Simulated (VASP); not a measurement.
# TiTe (P6_3/mmc) in VASP: further runs

TiTe is run at these levels: r2SCAN; tasks: relaxation of the atoms.

Everything below comes from runs of VASP 6.6.1. Logs are shortened: lines on timing, memory, paths and dates and some standing lists are left out, and cuts for length are marked.

**1. The cell of the first run**

The structure is hexagonal, space group P6_3/mmc (No. 194). The conventional cell has a = 3.647 Å, b = 3.647 Å, c = 6.997 Å, α = 90.00°, β = 90.00°, γ = 120.00°. Ti (site symmetry -3m) has 6 Te at 2.74 Å and 8 Ti at 3.50 to 3.65 Å within 3.7 Å. Te (site symmetry -6m2) has 6 Ti at 2.74 Å and 6 Te at 3.65 Å within 3.7 Å.

**2. Relaxation of the atoms, r2SCAN**

The input, POSCAR:

```
TiTe
1.0
    3.6467267300      0.0000000000      0.0000000000
   -1.8233633700      3.1581579900      0.0000000000
    0.0000000000      0.0000000000      6.9971710200
Ti Te
2 2
Direct
    0.0000000000      0.0000000000      0.0000000000
    0.0000000000      0.0000000000      0.5000000000
    0.3333333300      0.6666666700      0.2500000000
    0.6666666700      0.3333333300      0.7500000000
```

The input, INCAR.step1:

```
SYSTEM = TiTe
PREC     = Accurate       ! precision mode
ENCUT    = 520            ! plane-wave cutoff, eV
ISMEAR   = -1             ! smearing method
SIGMA    = 0.1            ! smearing width, eV
LREAL    = .False.        ! projectors in reciprocal space
LASPH    = .True.         ! aspherical terms in the spheres
NELM     = 100            ! most SCF steps
GGA      = PE             ! functional
ALGO     = Normal         ! electronic algorithm
EDIFF    = 1E-4           ! SCF threshold, eV
LWAVE    = .True.         ! write WAVECAR
LCHARG   = .False.        ! write CHGCAR
```

The input, INCAR.step2:

```
SYSTEM = TiTe
PREC     = Accurate       ! precision mode
ENCUT    = 520            ! plane-wave cutoff, eV
EDIFF    = 1E-7           ! SCF threshold, eV
ISMEAR   = -1             ! smearing method
SIGMA    = 0.1            ! smearing width, eV
LREAL    = .False.        ! projectors in reciprocal space
LASPH    = .True.         ! aspherical terms in the spheres
NELM     = 100            ! most SCF steps
ALGO     = Normal         ! electronic algorithm
ISIF     = 2              ! what is computed and relaxed
LWAVE    = .False.        ! write WAVECAR
LCHARG   = .False.        ! write CHGCAR
METAGGA  = R2SCAN         ! meta-GGA
LMIXTAU  = .True.       
IBRION   = 2              ! ionic algorithm
NSW      = 50             ! ionic steps
EDIFFG   = -0.01          ! ionic threshold
ISTART   = 1
```

The input, KPOINTS:

```
regular mesh
0
Gamma
  10 10 5
  0 0 0
```

Potentials or basis: VASP PAW PBE potentials, release 64 (Ti_sv, Te).

The run is started by

```
$ cat potpaw_PBE.64/Ti_sv/POTCAR potpaw_PBE.64/Te/POTCAR > POTCAR
$ cp INCAR.step1 INCAR
$ mpirun -np 1 vasp_std > vasp.out
$ cp INCAR.step2 INCAR
$ mpirun -np 1 vasp_std > vasp.out
```

OUTCAR:

```text
SYSTEM = TiTe
   PREC = Accurate
   ENCUT = 520
   EDIFF = 1E-7
   ISMEAR = -1
   LREAL = .False.
   LASPH = .True.
   NELM = 100
   ISIF = 2
   METAGGA = R2SCAN
   IBRION = 2
   NSW = 50
   EDIFFG = -0.01
   ISTART = 1

 ion  position               nearest neighbor table
   1  0.000  0.000  0.000-   3 2.74   4 2.74   4 2.74   3 2.74   4 2.74   3 2.74
   2  0.000  0.000  0.500-   3 2.74   4 2.74   4 2.74   3 2.74   4 2.74   3 2.74
   3  0.333  0.667  0.250-   1 2.74   2 2.74   1 2.74   2 2.74   1 2.74   2 2.74
   4  0.667  0.333  0.750-   1 2.74   2 2.74   1 2.74   2 2.74   1 2.74   2 2.74

  LATTYP: Found a hexagonal cell.
 ALAT       =     3.6467267300
 C/A-ratio  =     1.9187538683

  Lattice vectors:

 A1 = (   3.6467267300,   0.0000000000,   0.0000000000)
 A2 = (  -1.8233633700,   3.1581579900,   0.0000000000)
 A3 = (   0.0000000000,   0.0000000000,   6.9971710200)

Analysis of symmetry for initial positions (statically):
=====================================================================
 Subroutine PRICEL returns:
 Original cell was already a primitive cell.

 Routine SETGRP: Setting up the symmetry group for a
 hexagonal supercell.

 Subroutine GETGRP returns: Found 24 space group operations
 (whereof 12 operations were pure point group operations)
 out of a pool of 24 trial point group operations.

The static configuration has the point symmetry D_3d.
 The point group associated with its full space group is D_6h.

Analysis of symmetry for dynamics (positions and initial velocities):
=====================================================================
 Subroutine PRICEL returns:
 Original cell was already a primitive cell.

 Routine SETGRP: Setting up the symmetry group for a
 hexagonal supercell.

 Subroutine GETGRP returns: Found 24 space group operations
 (whereof 12 operations were pure point group operations)
 out of a pool of 24 trial point group operations.

The dynamic configuration has the point symmetry D_3d.
 The point group associated with its full space group is D_6h.

 Subroutine INISYM returns: Found 24 space group operations
 (whereof 12 operations are pure point group operations),
 and found     1 'primitive' translations

----------------------------------------------------------------------------------------

                                     Primitive cell

  volume of cell :      80.5860

  direct lattice vectors                    reciprocal lattice vectors
     3.646726730  0.000000000  0.000000000     0.274218518  0.158320136  0.000000000
    -1.823363370  3.158157990  0.000000000     0.000000000  0.316640270  0.000000000
     0.000000000  0.000000000  6.997171020     0.000000000  0.000000000  0.142914900

  length of vectors
     3.646726730  3.646726734  6.997171020     0.316640271  0.316640270  0.142914900

  position of ions in fractional coordinates (direct lattice)
     0.000000000  0.000000000  0.000000000
     0.000000000  0.000000000  0.500000000
     0.333333330  0.666666670  0.250000000
     0.666666670  0.333333330  0.750000000

  ion indices of the primitive-cell ions
   primitive index   ion index
                 1           1
                 2           2
                 3           3
                 4           4

----------------------------------------------------------------------------------------

 KPOINTS: regular mesh

Automatic generation of k-mesh.
 Grid dimensions read from file:
 generate k-points for:   10   10    5

 Generating k-lattice:

  Cartesian coordinates                     Fractional coordinates (reciprocal lattice)
     0.027421852  0.015832014  0.000000000     0.100000000  0.000000000  0.000000000
     0.000000000  0.031664027  0.000000000     0.000000000  0.100000000  0.000000000
     0.000000000  0.000000000  0.028582980     0.000000000  0.000000000  0.200000000

  Length of vectors
     0.031664027  0.031664027  0.028582980

  Shift w.r.t. Gamma in fractional coordinates (k-lattice)
     0.000000000  0.000000000  0.000000000

 Subroutine IBZKPT returns following result:
 ===========================================

 Found     42 irreducible k-points:

 Following reciprocal coordinates:
            Coordinates               Weight
  0.000000  0.000000  0.000000      1.000000
  0.100000 -0.000000  0.000000      6.000000
  0.200000 -0.000000  0.000000      6.000000
  0.300000  0.000000  0.000000      6.000000
  0.400000 -0.000000  0.000000      6.000000
  0.500000  0.000000  0.000000      3.000000
[... 16 lines left out ...]
  0.300000  0.100000  0.200000     24.000000
  0.400000  0.100000  0.200000     24.000000
 [... further k-points ...]
   k-points           NKPTS =     42   k-points in BZ     NKDIM =     42   number of bands    NBANDS=     22
   number of dos      NEDOS =    301   number of ions     NIONS =      4
   total plane-waves  NPLWV =  42336
   dimension x,y,z NGX =    28 NGY =   28 NGZ =   54
   dimension x,y,z NGXF=    56 NGYF=   56 NGZF=  108
   ions per type =               2   2
   NGX,Y,Z   is equivalent  to a cutoff of  12.76, 12.76, 12.83 a.u.
   NGXF,Y,Z  is equivalent  to a cutoff of  25.53, 25.53, 25.66 a.u.
 SYSTEM =  TiTe
   PREC   = accura    normal or accurate (medium, high low for compatibility)
   ISTART =      1    job   : 0-new  1-cont  2-samecut
   ICHARG =      0    charge: 1-file 2-atom 10-const
   ISPIN  =      1    spin polarized calculation?
   LNONCOLLINEAR =      F non collinear calculations
   LSORBIT =      F    spin-orbit coupling
   LASPH  =      T    aspherical Exc in radial PAW
   ENCUT  =  520.0 eV  38.22 Ry    6.18 a.u.   6.78  6.78 13.01*2*pi/ulx,y,z
   NELM   =    100;   NELMIN=  2; NELMDL=  0     # of ELM steps
   EDIFF  = 0.1E-06   stopping-criterion for ELM
   LREAL  =      F    real-space projection
   EDIFFG = -.1E-01   stopping-criterion for IOM
   NSW    =     50    number of steps for IOM
   IBRION =      2    ionic relax: 0-MD 1-quasi-New 2-CG
   NFREE  =      1    steps in history (QN), initial steepest desc. (CG)
   ISIF   =      2    stress and relaxation
   ISYM   =      2    0-nonsym 1-usesym 2-fastsym
   POTIM  = 0.5000    time-step for ionic-motion
   TEBEG  =    0.0;   TEEND  =   0.0 temperature during run
   PSTRESS=    0.0 pullay stress
   NELECT =      36.0000    total number of electrons
   NUPDOWN=      -1.0000    fix difference up-down
   EMIN   =  10.00;   EMAX   =-10.00  energy-range for DOS
   EFERMI =   0.00;   METHOD = LEGACY
   ISMEAR =    -1;   SIGMA  =   0.10  broadening in eV -4-tet -1-fermi 0-gaus
   EFERMI_NEDOS =   21; number of points for ismear=-14 and -15
   IALGO  =     38    algorithm
   IMIX   =      4    mixing-type and parameters
     AMIX     =   0.40;   BMIX     =  1.00
     AMIX_MAG =   1.60;   BMIX_MAG =  1.00
  volume/ion in A,a.u.               =      20.15       135.96
  Fermi-wavevector in a.u.,A,eV,Ry     =   1.251476  2.364946 21.309334  1.566192
  Thomas-Fermi vector in A             =   2.385422
   LORBIT       =      0    0 simple, 1 ext, 2 COOP (PROOUT), +10 PAW based schemes
   METAGGA = R2SCAN    functional components
   LHFCALC =     F    Hartree Fock is set to
   AEXX    =    0.0000 exact exchange contribution
   IVDW    =     0    specifies the selected vdW correction
   LEPSILON=     F    determine dielectric tensor
   LRPA    =     F    only Hartree local field effects (RPA)
 conjugate gradient relaxation of ions
 non-spin polarized calculation
  energy-cutoff  :      520.00
  volume of cell :       80.59
 maximum number of plane-waves:      2187
 NGX is ok and might be reduce to    28
   NGX = 13   NGY = 13   NGZ = 27

 number of electron      36.0000006 magnetization

 Free energy of the ion-electron system (eV)
  ---------------------------------------------------
  ext. energy  EPLUGINS =         0.00000000
  ---------------------------------------------------
  free energy    TOTEN  =       -79.42486493 eV

  energy without entropy =      -79.32974004  energy(sigma->0) =      -79.37730249

 E-fermi :  10.3754     XC(G=0): -11.8037

 val. band max:       10.3719322437   @ k =   0.2000   0.2000   0.2000
 cond. band min:      10.3918514554   @ k =   0.1000  -0.0000   0.4000
 fundamental gap:      0.0199192117
 Fermi energy:        10.3753786232

 k-point     1 :       0.0000    0.0000    0.0000
  band No.  band energies     occupation
      1     -49.3163      2.00000
      2     -49.3112      2.00000
      3     -24.6478      2.00000
      4     -24.5652      2.00000
      5     -24.5652      2.00000
      6     -24.5626      2.00000
[... 14 lines left out ...]
     21      10.2406      1.58749
     22      11.2198      0.00043

 k-point     2 :       0.1000   -0.0000    0.0000
  band No.  band energies     occupation
      1     -49.3158      2.00000
      2     -49.3107      2.00000
      3     -24.6457      2.00000
      4     -24.5723      2.00000
      5     -24.5669      2.00000
      6     -24.5637      2.00000
[... 14 lines left out ...]
     21      11.0619      0.00209
     22      11.2071      0.00049

 k-point     3 :       0.2000   -0.0000    0.0000
  band No.  band energies     occupation
      1     -49.3144      2.00000
      2     -49.3093      2.00000
      3     -24.6402      2.00000
      4     -24.5907      2.00000
      5     -24.5802      2.00000
      6     -24.5713      2.00000
[... 14 lines left out ...]
     21      11.1931      0.00056
     22      11.5931      0.00001
[... 476 lines left out ...]
 k-point    23 :       0.3000    0.1000    0.2000
  band No.  band energies     occupation
      1     -49.3112      2.00000
      2     -49.3071      2.00000
      3     -24.6239      2.00000
      4     -24.6202      2.00000
      5     -24.6103      2.00000
      6     -24.5818      2.00000
[... 14 lines left out ...]
     21      11.6898      0.00000
     22      11.8706      0.00000

 k-point    24 :       0.4000    0.1000    0.2000
  band No.  band energies     occupation
      1     -49.3102      2.00000
      2     -49.3062      2.00000
      3     -24.6337      2.00000
      4     -24.6212      2.00000
      5     -24.6183      2.00000
      6     -24.5856      2.00000
[... 14 lines left out ...]
     21      11.7704      0.00000
     22      11.9618      0.00000

 [... further k-points ...]

------------------------ aborting loop because EDIFF is reached ----------------------------------------

  FORCE on cell =-STRESS in cart. coord.  units (eV):
  Direction    XX          YY          ZZ          XY          YZ          ZX
  --------------------------------------------------------------------------------------
  -------------------------------------------------------------------------------------
  Total        3.0196106      3.0196106      4.1734633     -0.0000000     -0.0000000      0.0000000
  in kB       60.0346464     60.0346464     82.9750681     -0.0000001     -0.0000000      0.0000000
  external PRESSURE =      67.6814536 kB  Pullay stress =       0.0000000 kB

 VOLUME and BASIS-vectors are now :
 -----------------------------------------------------------------------------
  energy-cutoff  :      520.00
  volume of cell :       80.59
      direct lattice vectors                 reciprocal lattice vectors
     3.646726730  0.000000000  0.000000000     0.274218518  0.158320136  0.000000000
    -1.823363370  3.158157990  0.000000000     0.000000000  0.316640270  0.000000000
     0.000000000  0.000000000  6.997171020     0.000000000  0.000000000  0.142914900

 POSITION                                       TOTAL-FORCE (eV/Angst)
 -----------------------------------------------------------------------------------
      0.00000      0.00000      0.00000         0.000000      0.000000     -0.000000
      0.00000      0.00000      3.49859         0.000000      0.000000     -0.000000
     -0.00000      2.10544      1.74929         0.000000     -0.000000      0.000000
      1.82336      1.05272      5.24788        -0.000000      0.000000     -0.000000
 -----------------------------------------------------------------------------------
    total drift:                               -0.000000      0.000000      0.000000

  FREE ENERGIE OF THE ION-ELECTRON SYSTEM (eV)
  ---------------------------------------------------
  free  energy   TOTEN  =       -79.4248649295 eV

  energy  without entropy=      -79.3297400411  energy(sigma->0) =      -79.37730249

 reached required accuracy - stopping structural energy minimisation
```

Run time: 13 min. Hardware: 1 thread of Oxide Virtual Turin-like, shared host; peak memory 0.21 GiB.

Results:

```
Free energy             : -79.4249 eV
Pressure after relaxing : 6.8 GPa
Band gap on the k mesh  : zero (bands 18 and 19 overlap by 0.28 eV)
```

Final structure:
```
CELL_PARAMETERS angstrom
3.64673 0.00000 0.00000
-1.82336 3.15816 0.00000
0.00000 0.00000 6.99717
ATOMIC_POSITIONS crystal
Ti 0.00000 0.00000 0.00000
Ti 0.00000 0.00000 0.50000
Te 0.33333 0.66667 0.25000
Te 0.66667 0.33333 0.75000
```

Caveat: the relaxation stopped at its first step, so nothing moved; the PAW data sets were made with another functional, which shifts forces and pressure a little; spin-orbit coupling is left out, which moves the levels of the heavy elements.

(Part 1 of 2 ends here.)
